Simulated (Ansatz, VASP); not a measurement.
# One calculation of Rb2YGaF6, two programs

```
F Ga Y Rb
1.0
     0.00000    4.45986    4.45986
     4.45986    0.00000    4.45986
     4.45986    4.45986    0.00000
F Ga Y Rb
6 1 1 2
Direct
  0.76201 0.23799 0.23799
  0.23799 0.76201 0.23799
  0.23799 0.76201 0.76201
  0.76201 0.23799 0.76201
  0.23799 0.23799 0.76201
  0.76201 0.76201 0.23799
  0.50000 0.50000 0.50000
  0.00000 0.00000 0.00000
  0.25000 0.25000 0.25000
  0.75000 0.75000 0.75000
```

Alike in both runs: functional r2SCAN; k mesh 5 × 5 × 5; occupations fermi-dirac, width 0.0805 eV; no spin polarisation.

Ansatz relaxed the structure, and its values are those at the end. VASP's run is a single point on that final structure, the one shown.

|  | VASP | Ansatz |
| --- | --- | --- |
| version | VASP 6.6.1 | Ansatz 0.2.0 |
| potentials or method | VASP PAW PBE potentials, release 64 (F, Ga_d, Y_sv, Rb_sv), cutoff 520 eV | PAW plane waves |
| valence electrons in the cell | 84 | 84 |

```csv
,VASP,Ansatz,Ansatz less VASP
gap on the k mesh at the Fermi level (eV),3.95,3.95,+0.001
pressure (GPa),5.2,5.3,+0.07
rms of the force components (eV/Å),0.008,0.003,-0.0046
```

VASP's potentials were made for PBE, not for r2SCAN. Ansatz's warnings: stress scf threshold loose.
